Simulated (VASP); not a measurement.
# GaN (P6_3mc) in VASP: further runs

GaN is run at these levels: PBE; tasks: single point.

Program: VASP 6.6.1. These are calculated values, not measurements. Logs are shortened: lines on timing, memory, paths and dates and some standing lists are left out, and cuts for length are marked.

### Step 1. The cell of the first run

It takes space group P6_3mc (No. 186, hexagonal). Conventional cell: a = 3.183 Å, b = 3.183 Å, c = 5.184 Å, α = 90.00°, β = 90.00°, γ = 120.00°. Within 2.6 Å of Ga (site symmetry 3m) lie 4 N at 1.95 Å. Within 2.6 Å of N (site symmetry 3m) lie 4 Ga at 1.95 Å.

### Step 2. Single point, PBE

Input file INCAR:

```
ALGO     = Normal         # electronic algorithm
EDIFF    = 1E-7           # SCF threshold, eV
ENCUT    = 520            # plane-wave cutoff, eV
GGA      = PE             # functional
ISIF     = 2              # what is computed and relaxed
ISMEAR   = -5             # smearing method
LASPH    = T              # aspherical terms in the spheres
LCHARG   = T              # write CHGCAR
LELF     = T              # ELF
LREAL    = F              # projectors in reciprocal space
LVHAR    = T            
LWAVE    = F              # write WAVECAR
NBANDS   = 26             # bands
NELM     = 60             # most SCF steps
PREC     = Accurate       # precision mode
SIGMA    = 0.1            # smearing width, eV
```

Input file KPOINTS:

```
k-points
0
Gamma
  6 6 4
```

Input file POSCAR:

```
GaN
1.0
    3.1831495813      0.0000000000      0.0000000000
   -1.5915747906      2.7566884014      0.0000000000
    0.0000000000      0.0000000000      5.1836255286
Ga N
2 2
Direct
    0.3333333333      0.6666666667     -0.0008868509
    0.6666666667      0.3333333333      0.4991131491
    0.3333333333      0.6666666667      0.3758868509
    0.6666666667      0.3333333333      0.8758868509
```

Potentials or basis: VASP PAW PBE potentials, release 64 (Ga_d, N).

Command:

```console
$ cat potpaw_PBE.64/Ga_d/POTCAR potpaw_PBE.64/N/POTCAR > POTCAR
$ mpirun -np 1 vasp_std > vasp.out
```

OUTCAR:

```text
EDIFF = 1E-7
   ENCUT = 520
   GGA = PE
   ISIF = 2
   ISMEAR = -5
   LASPH = T
   LREAL = F
   NELM = 60
   PREC = Accurate

 ion  position               nearest neighbor table
   1  0.333  0.667  0.999-   4 1.95   4 1.95   4 1.95   3 1.95
   2  0.667  0.333  0.499-   3 1.95   3 1.95   3 1.95   4 1.95
   3  0.333  0.667  0.376-   2 1.95   2 1.95   2 1.95   1 1.95
   4  0.667  0.333  0.876-   1 1.95   1 1.95   1 1.95   2 1.95

  LATTYP: Found a hexagonal cell.
 ALAT       =     3.1831495813
 C/A-ratio  =     1.6284580401

  Lattice vectors:

 A1 = (   3.1831495813,   0.0000000000,   0.0000000000)
 A2 = (  -1.5915747906,   2.7566884014,   0.0000000000)
 A3 = (   0.0000000000,   0.0000000000,   5.1836255286)

Analysis of symmetry for initial positions (statically):
=====================================================================
 Subroutine PRICEL returns:
 Original cell was already a primitive cell.

 Routine SETGRP: Setting up the symmetry group for a
 hexagonal supercell.

 Subroutine GETGRP returns: Found 12 space group operations
 (whereof  6 operations were pure point group operations)
 out of a pool of 24 trial point group operations.

The static configuration has the point symmetry C_3v.
 The point group associated with its full space group is C_6v.

Analysis of symmetry for dynamics (positions and initial velocities):
=====================================================================
 Subroutine PRICEL returns:
 Original cell was already a primitive cell.

 Routine SETGRP: Setting up the symmetry group for a
 hexagonal supercell.

 Subroutine GETGRP returns: Found 12 space group operations
 (whereof  6 operations were pure point group operations)
 out of a pool of 24 trial point group operations.

The dynamic configuration has the point symmetry C_3v.
 The point group associated with its full space group is C_6v.

 Subroutine INISYM returns: Found 12 space group operations
 (whereof  6 operations are pure point group operations),
 and found     1 'primitive' translations

----------------------------------------------------------------------------------------

                                     Primitive cell

  volume of cell :      45.4861

  direct lattice vectors                    reciprocal lattice vectors
     3.183149581  0.000000000  0.000000000     0.314154260  0.181377046  0.000000000
    -1.591574791  2.756688401  0.000000000     0.000000000  0.362754093  0.000000000
     0.000000000  0.000000000  5.183625529     0.000000000  0.000000000  0.192915170

  length of vectors
     3.183149581  3.183149581  5.183625529     0.362754093  0.362754093  0.192915170

  position of ions in fractional coordinates (direct lattice)
     0.333333333  0.666666667  0.999113149
     0.666666667  0.333333333  0.499113149
     0.333333333  0.666666667  0.375886851
     0.666666667  0.333333333  0.875886851

  ion indices of the primitive-cell ions
   primitive index   ion index
                 1           1
                 2           2
                 3           3
                 4           4

----------------------------------------------------------------------------------------

 KPOINTS: k-points

Automatic generation of k-mesh.
 Grid dimensions read from file:
 generate k-points for:    6    6    4

 Generating k-lattice:

  Cartesian coordinates                     Fractional coordinates (reciprocal lattice)
     0.052359043  0.030229508  0.000000000     0.166666667  0.000000000  0.000000000
     0.000000000  0.060459015  0.000000000     0.000000000  0.166666667  0.000000000
     0.000000000  0.000000000  0.048228792     0.000000000  0.000000000  0.250000000

  Length of vectors
     0.060459015  0.060459015  0.048228792

  Shift w.r.t. Gamma in fractional coordinates (k-lattice)
     0.000000000  0.000000000  0.000000000

 TETIRR: Found    142 inequivalent tetrahedra from      864

 Subroutine IBZKPT returns following result:
 ===========================================

 Found     21 irreducible k-points:

 Following reciprocal coordinates:
            Coordinates               Weight
  0.000000  0.000000  0.000000      1.000000
  0.166667 -0.000000  0.000000      6.000000
  0.333333 -0.000000  0.000000      6.000000
  0.500000 -0.000000  0.000000      3.000000
  0.166667  0.166667  0.000000      6.000000
  0.333333  0.166667  0.000000     12.000000
[... 13 lines left out ...]
  0.333333  0.166667  0.500000     12.000000
  0.333333  0.333333  0.500000      2.000000
   k-points           NKPTS =     21   k-points in BZ     NKDIM =     21   number of bands    NBANDS=     26
   number of dos      NEDOS =    301   number of ions     NIONS =      4
   total plane-waves  NPLWV =  23040
   dimension x,y,z NGX =    24 NGY =   24 NGZ =   40
   dimension x,y,z NGXF=    48 NGYF=   48 NGZF=   80
   ions per type =               2   2
   NGX,Y,Z   is equivalent  to a cutoff of  12.53, 12.53, 12.83 a.u.
   NGXF,Y,Z  is equivalent  to a cutoff of  25.07, 25.07, 25.66 a.u.
 SYSTEM =  unknown system
   PREC   = accura    normal or accurate (medium, high low for compatibility)
   ISTART =      0    job   : 0-new  1-cont  2-samecut
   ICHARG =      2    charge: 1-file 2-atom 10-const
   ISPIN  =      1    spin polarized calculation?
   LNONCOLLINEAR =      F non collinear calculations
   LSORBIT =      F    spin-orbit coupling
   LASPH  =      T    aspherical Exc in radial PAW
   ENCUT  =  520.0 eV  38.22 Ry    6.18 a.u.   5.92  5.92  9.64*2*pi/ulx,y,z
   NELM   =     60;   NELMIN=  2; NELMDL= -5     # of ELM steps
   EDIFF  = 0.1E-06   stopping-criterion for ELM
   LREAL  =      F    real-space projection
   EDIFFG = 0.1E-05   stopping-criterion for IOM
   NSW    =      0    number of steps for IOM
   IBRION =     -1    ionic relax: 0-MD 1-quasi-New 2-CG
   NFREE  =      0    steps in history (QN), initial steepest desc. (CG)
   ISIF   =      2    stress and relaxation
   ISYM   =      2    0-nonsym 1-usesym 2-fastsym
   POTIM  = 0.5000    time-step for ionic-motion
   TEBEG  =    0.0;   TEEND  =   0.0 temperature during run
   PSTRESS=    0.0 pullay stress
   NELECT =      36.0000    total number of electrons
   NUPDOWN=      -1.0000    fix difference up-down
   EMIN   =  10.00;   EMAX   =-10.00  energy-range for DOS
   EFERMI =   0.00;   METHOD = LEGACY
   ISMEAR =    -5;   SIGMA  =   0.10  broadening in eV -4-tet -1-fermi 0-gaus
   EFERMI_NEDOS =   21; number of points for ismear=-14 and -15
   IALGO  =     38    algorithm
   IMIX   =      4    mixing-type and parameters
     AMIX     =   0.40;   BMIX     =  1.00
     AMIX_MAG =   1.60;   BMIX_MAG =  1.00
  volume/ion in A,a.u.               =      11.37        76.74
  Fermi-wavevector in a.u.,A,eV,Ry     =   1.514315  2.861640 31.200198  2.293150
  Thomas-Fermi vector in A             =   2.623989
   LORBIT       =      0    0 simple, 1 ext, 2 COOP (PROOUT), +10 PAW based schemes
   GGA     = PE    functional components
   LHFCALC =     F    Hartree Fock is set to
   AEXX    =    0.0000 exact exchange contribution
   IVDW    =     0    specifies the selected vdW correction
   LEPSILON=     F    determine dielectric tensor
   LRPA    =     F    only Hartree local field effects (RPA)
 non-spin polarized calculation
 Fermi weights with tetrahedron method with Bloechl corrections
  energy-cutoff  :      520.00
  volume of cell :       45.49
 maximum number of plane-waves:      1248
 NGX is ok and might be reduce to    24
   NGX = 11   NGY = 11   NGZ = 19

 number of electron      35.9999993 magnetization

 Free energy of the ion-electron system (eV)
  ---------------------------------------------------
  ext. energy  EPLUGINS =         0.00000000
  ---------------------------------------------------
  free energy    TOTEN  =       -24.29283084 eV

  energy without entropy =      -24.29283084  energy(sigma->0) =      -24.29283084

 E-fermi :   5.4199     XC(G=0): -11.6925

 val. band max:        5.3689614114   @ k =   0.0000   0.0000   0.0000
 cond. band min:       7.3099181073   @ k =   0.0000   0.0000   0.0000
 fundamental gap:      1.9409566959
 Fermi energy:         5.4199323154

 k-point     1 :       0.0000    0.0000    0.0000
  band No.  band energies     occupation
      1     -10.6485      2.00000
      2      -9.7138      2.00000
      3      -8.0744      2.00000
      4      -8.0590      2.00000
      5      -8.0590      2.00000
      6      -7.9969      2.00000
[... 18 lines left out ...]
     25      17.1044      0.00000
     26      17.1044      0.00000

 k-point     2 :       0.1667   -0.0000    0.0000
  band No.  band energies     occupation
      1     -10.3908      2.00000
      2      -9.6508      2.00000
      3      -8.0440      2.00000
      4      -8.0239      2.00000
      5      -7.9795      2.00000
      6      -7.9491      2.00000
[... 18 lines left out ...]
     25      16.7762      0.00000
     26      17.6232      0.00000

 k-point     3 :       0.3333   -0.0000    0.0000
  band No.  band energies     occupation
      1      -9.9134      2.00000
      2      -9.5652      2.00000
      3      -8.0060      2.00000
      4      -7.9866      2.00000
      5      -7.9040      2.00000
      6      -7.8437      2.00000
[... 18 lines left out ...]
     25      17.0001      0.00000
     26      18.5901      0.00000

 k-point     4 :       0.5000   -0.0000    0.0000
  band No.  band energies     occupation
      1      -9.7243      2.00000
      2      -9.5424      2.00000
      3      -8.0094      2.00000
      4      -7.9841      2.00000
      5      -7.8861      2.00000
      6      -7.8443      2.00000
[... 18 lines left out ...]
     25      17.8349      0.00000
     26      18.7247      0.00000

 k-point     5 :       0.1667    0.1667    0.0000
  band No.  band energies     occupation
      1     -10.0224      2.00000
      2      -9.5819      2.00000
      3      -8.0111      2.00000
      4      -7.9872      2.00000
      5      -7.9194      2.00000
      6      -7.8946      2.00000
[... 18 lines left out ...]
     25      16.4344      0.00000
     26      18.7209      0.00000

 k-point     6 :       0.3333    0.1667    0.0000
  band No.  band energies     occupation
      1      -9.7138      2.00000
      2      -9.5474      2.00000
      3      -8.0317      2.00000
      4      -7.9481      2.00000
      5      -7.8574      2.00000
      6      -7.8434      2.00000
[... 340 lines left out ...]
 k-point    18 :       0.5000   -0.0000    0.5000
  band No.  band energies     occupation
      1      -9.5813      2.00000
      2      -9.5813      2.00000
      3      -8.0109      2.00000
      4      -8.0109      2.00000
      5      -7.8853      2.00000
      6      -7.8853      2.00000
[... 18 lines left out ...]
     25      17.6315      0.00000
     26      17.6315      0.00000

 k-point    19 :       0.1667    0.1667    0.5000
  band No.  band energies     occupation
      1      -9.7178      2.00000
      2      -9.7178      2.00000
      3      -7.9725      2.00000
      4      -7.9725      2.00000
      5      -7.9468      2.00000
      6      -7.9468      2.00000
[... 18 lines left out ...]
     25      17.1586      0.00000
     26      17.1586      0.00000

 k-point    20 :       0.3333    0.1667    0.5000
  band No.  band energies     occupation
      1      -9.5767      2.00000
      2      -9.5767      2.00000
      3      -7.9752      2.00000
      4      -7.9752      2.00000
      5      -7.9057      2.00000
      6      -7.9057      2.00000
[... 18 lines left out ...]
     25      17.8298      0.00000
     26      17.8298      0.00000

 k-point    21 :       0.3333    0.3333    0.5000
  band No.  band energies     occupation
      1      -9.5382      2.00000
      2      -9.5382      2.00000
      3      -7.9380      2.00000
      4      -7.9380      2.00000
      5      -7.9216      2.00000
      6      -7.9216      2.00000
[... 18 lines left out ...]
     25      19.3957      0.00000
     26      19.4728      0.00000

------------------------ aborting loop because EDIFF is reached ----------------------------------------

  FORCE on cell =-STRESS in cart. coord.  units (eV):
  Direction    XX          YY          ZZ          XY          YZ          ZX
  --------------------------------------------------------------------------------------
  -------------------------------------------------------------------------------------
  Total        1.7609258      1.7609258      1.7787284      0.0000000      0.0000000      0.0000000
  in kB       62.0259317     62.0259317     62.6530015      0.0000000      0.0000000      0.0000000
  external PRESSURE =      62.2349549 kB  Pullay stress =       0.0000000 kB

 VOLUME and BASIS-vectors are now :
 -----------------------------------------------------------------------------
  energy-cutoff  :      520.00
  volume of cell :       45.49
      direct lattice vectors                 reciprocal lattice vectors
     3.183149581  0.000000000  0.000000000     0.314154260  0.181377046  0.000000000
    -1.591574791  2.756688401  0.000000000     0.000000000  0.362754093  0.000000000
     0.000000000  0.000000000  5.183625529     0.000000000  0.000000000  0.192915170

 POSITION                                       TOTAL-FORCE (eV/Angst)
 -----------------------------------------------------------------------------------
     -0.00000      1.83779      5.17903         0.000000      0.000000      0.004457
      1.59157      0.91890      2.58722        -0.000000     -0.000000      0.004457
     -0.00000      1.83779      1.94846        -0.000000     -0.000000     -0.004457
      1.59157      0.91890      4.54027         0.000000      0.000000     -0.004457
 -----------------------------------------------------------------------------------
    total drift:                               -0.000001     -0.000001     -0.001073

  FREE ENERGIE OF THE ION-ELECTRON SYSTEM (eV)
  ---------------------------------------------------
  free  energy   TOTEN  =       -24.2928308425 eV

  energy  without entropy=      -24.2928308425  energy(sigma->0) =      -24.29283084
```

It took 60 s on 1 thread of AMD EPYC 7R13, shared host; peak memory 0.14 GiB.

Results:

```yaml
Free_energy: -24.2928 eV
Pressure: 6.2 GPa
Largest_force: 0.004 eV/Å
Band_gap_on_the_k_mesh: 1.94 eV, direct
```

Forces in eV/Å, atoms in the order of the input:
```
Ga   0.000  0.000  0.004
Ga   0.000  0.000  0.004
N    0.000  0.000 -0.004
N    0.000  0.000 -0.004
```

### Step 3. Single point, PBE

Input file INCAR:

```
PREC     = Accurate       # precision mode
ENCUT    = 520            # plane-wave cutoff, eV
EDIFF    = 1E-6           # SCF threshold, eV
ISMEAR   = -1             # smearing method
SIGMA    = 0.5            # smearing width, eV
LREAL    = F              # projectors in reciprocal space
LASPH    = T              # aspherical terms in the spheres
NELM     = 80             # most SCF steps
ALGO     = Normal         # electronic algorithm
ISIF     = 2              # what is computed and relaxed
LWAVE    = F              # write WAVECAR
LCHARG   = T              # write CHGCAR
GGA      = PE             # functional
LELF     = T              # ELF
LVHAR    = T            
NBANDS   = 26             # bands
```

Input file KPOINTS:

```
Automatic mesh
0
Gamma
  6 6 4
```

POSCAR is that of step 2.

Potentials or basis: VASP PAW PBE potentials, release 64 (Ga_d, N).

Command:

```console
$ cat potpaw_PBE.64/Ga_d/POTCAR potpaw_PBE.64/N/POTCAR > POTCAR
$ mpirun -np 1 vasp_std > vasp.out
```

Run time: 63 s. Hardware: 1 thread of AMD EPYC 7R13, shared host; peak memory 0.13 GiB.

The run converged. Its results:

```yaml
Free_energy: -24.3103 eV
Pressure: 6.6 GPa
Largest_force: 0.008 eV/Å
Band_gap_on_the_k_mesh: 1.94 eV, direct
```

Forces in eV/Å, atoms in the order of the input:
```
Ga   0.000  0.000  0.008
Ga   0.000  0.000  0.008
N    0.000  0.000 -0.008
N    0.000  0.000 -0.008
```

Stress tensor (GPa, compression positive):
```
6.56 0.00 0.00
0.00 6.56 0.00
0.00 0.00 6.73
```

Levels at points of the mesh, in eV from the valence-band top:
| k point | band 15 | band 16 | band 17 | band 18 | band 19 | band 20 | band 21 | band 22 |
| --- | --- | --- | --- | --- | --- | --- | --- | --- |
| (0.00, 0.00, 0.00) | -1.04 | -0.04 | 0.00 | 0.00 | 1.94 | 4.28 | 9.22 | 9.92 |
| (0.50, 0.00, 0.00) | -4.21 | -2.75 | -2.21 | -1.00 | 5.08 | 5.59 | 6.07 | 8.62 |
| (0.00, 0.00, 0.50) | -0.53 | -0.53 | -0.53 | -0.53 | 4.28 | 4.28 | 8.49 | 8.49 |
| (0.50, 0.00, 0.50) | -1.95 | -1.95 | -1.90 | -1.90 | 4.42 | 4.42 | 7.79 | 7.79 |
